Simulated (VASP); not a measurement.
Set up this calculation in VASP 6.6.1, as the native input.

```yaml
Task: relaxation of cell and atoms
Functional: PBE
Potentials_or_basis: VASP PAW PBE potentials, release 64 (Mg, O)
Cutoff: 600 eV
k_mesh: 8 × 8 × 8
Occupations: gaussian, width 0.1 eV
Spin: no spin polarisation
Dipole_correction: no
Further_INCAR_settings: ALGO = Normal; EDIFF = 1e-06; IBRION = 2; EDIFFG = -0.05; NSW = 80; ISIF = 3
```

The structure of MgO lies in POSCAR:

```
MgO
1.0
    0.0000000000      2.2762548358      2.2762548358
    2.2762548358      0.0000000000      2.2762548358
    2.2762548358      2.2762548358      0.0000000000
Mg O
1 1
Direct
    0.0000000000      0.0000000000      0.0000000000
    0.5000000000      0.5000000000      0.5000000000
```

One way to write it, as run:

INCAR

```
ALGO = Normal ; EDIFF = 1E-6
EDIFFG = -0.05 ; ENCUT = 600
GGA = PE ; IBRION = 2
ISIF = 3 ; ISMEAR = 0
LASPH = True ; LCHARG = False
LREAL = False ; LWAVE = False
NELM = 60 ; NSW = 80
PREC = Accurate ; SIGMA = 0.1
```

KPOINTS

```
k-points
0
Gamma
  8 8 8
```

Potentials or basis: VASP PAW PBE potentials, release 64 (Mg, O).

Run with:

```console
$ cat potpaw_PBE.64/Mg/POTCAR potpaw_PBE.64/O/POTCAR > POTCAR
$ mpirun -np 1 vasp_std > vasp.out
```

It gave:

```
Relaxed volume                         : 9.55 Å³/atom
Relaxed cell                           : a = 3.001 Å, b = 3.001 Å, c = 3.001 Å, α = 60.00°, β = 60.00°, γ = 60.00°
Space group after relaxing (to 0.05 Å) : Fm-3m (No. 225)
Energy gained by relaxing              : 174.1 meV/atom
Ionic steps                            : 3
Pressure after relaxing                : 0.1 GPa
Band gap on the k mesh                 : 4.51 eV, direct
```

Caveat: the volume moved by over 15 % at a fixed basis, so the end points are rough.

It took 59 s on 1 thread of AMD EPYC 7R13 (shared host), peak memory 0.14 GiB.
